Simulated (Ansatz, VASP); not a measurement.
Two plane-wave programs on Rh

Contents of INCAR:

```
SYSTEM = Rh
ALGO = Fast
EDIFF = 1E-6
ENCUT = 520
GGA = PE
ISIF = 2
ISMEAR = 1
LASPH = .TRUE.
LCHARG = .FALSE.
LREAL = .FALSE.
LWAVE = .FALSE.
NBANDS = 14
NELM = 60
PREC = Accurate
SIGMA = 0.02
```

KPOINTS

```
k-points
0
G
  22 22 22
  0 0 0
```

POSCAR

```
Rh
1.0
    0.0000000000      1.9015500000      1.8825345000
    1.9015500000      0.0000000000      1.8825345000
    1.9015500000      1.9015500000      0.0000000000
Rh
1
Direct
    0.0000000000      0.0000000000      0.0000000000
```

Input for Ansatz:

```yaml
crystal:
  lattice:
    - [0.0, 1.90155, 1.8825345]
    - [1.90155, 0.0, 1.8825345]
    - [1.90155, 1.90155, 0.0]
  atoms:
    - { symbol: Rh, position: [0.0, 0.0, 0.0] }
basis:
  ecutwfc: 420
kpoints:
  mp_grid: { grid: [22, 22, 22] }
hamiltonian:
  xc: pbe
scf:
  occupations: { method: cold, width: 0.02 }
output:
  forces: true
  stress: true
  eigenvalues: true
```

Change from the starting cell: strain -0.0100 x Voigt [0, 0, 1, 0, 0, 0], atoms carried along.

Alike in both runs: task single point; functional PBE; k mesh 22 × 22 × 22; no spin polarisation.

|  | VASP | Ansatz |
| --- | --- | --- |
| version | VASP 6.6.1 | Ansatz 0.2.0 |
| potentials or method | VASP PAW PBE potentials, release 64 (Rh_pv), cutoff 520 eV | scalar-relativistic, plane waves, PAW |
| occupations | methfessel-paxton of order 1, width 0.02 eV | cold, width 0.02 eV |
| valence electrons in the cell | 15 | 17 |

|  | VASP | Ansatz | Ansatz less VASP |
| --- | --- | --- | --- |
| gap on the k mesh at the Fermi level (eV) | none | none | - |
| pressure (GPa) | 8.6 | 8.6 | 0.00 |
| traceless stress, the component that is largest in VASP (GPa) | 1.51 | 1.51 | +0.001 |

A gap of «none» marks a metal or a gap that the smearing closes. VASP's potentials hold 15 valence electrons a cell and Ansatz's 17, so a difference there can come from the potentials and not from the codes.
